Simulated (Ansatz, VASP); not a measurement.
## BP, level by level in two programs

```xyz
2
Lattice="0.0000 2.2538 2.2538 2.2538 0.0000 2.2538 2.2538 2.2538 0.0000" Properties=species:S:1:pos:R:3 pbc="T T T"
P     3.3807    3.3807    3.3807
B     0.0000    0.0000    0.0000
```

Single points on this cell with VASP 6.6.1 and Ansatz 0.2.0. Each row is one pair of runs. Alike in all rows: spin: off; smearing: fermi-dirac, width 0.05 eV; VASP's potentials, cutoff: VASP PAW PBE potentials, release 64 (P, B), 520 eV; Ansatz's potentials, cutoff: Ansatz PAW, 420 eV.

```tsv
level	k mesh	gap on the k mesh at the Fermi level (eV), VASP	gap on the k mesh at the Fermi level (eV), Ansatz	least direct gap on the mesh (eV), VASP	least direct gap on the mesh (eV), Ansatz	pressure (GPa), VASP	pressure (GPa), Ansatz
PBE+D3(BJ)	10 × 10 × 10	1.21	1.22	3.43	3.43	-0.3	0.0
PBE0	5 × 5 × 5	2.70	2.66	5.12	5.08	1.5	2.2
PBE-based screened hybrid	5 × 5 × 5	1.76	1.77	4.18	4.19	2.0	2.6
PBEsol-based screened hybrid	5 × 5 × 5	?	1.89	?	4.35	?	0.2
```

Problem. Fill in what VASP gave in row 4.

Solution. gap on the k mesh at the Fermi level (eV): 1.89; least direct gap on the mesh (eV): 4.35; pressure (GPa): -0.1.

The k mesh is coarse in some rows, so the values compare programs but aren't converged. Noted on Ansatz's runs: odd divisions of the mesh miss points on the zone boundary, where band edges often lie, so the gap on the mesh can be too wide.
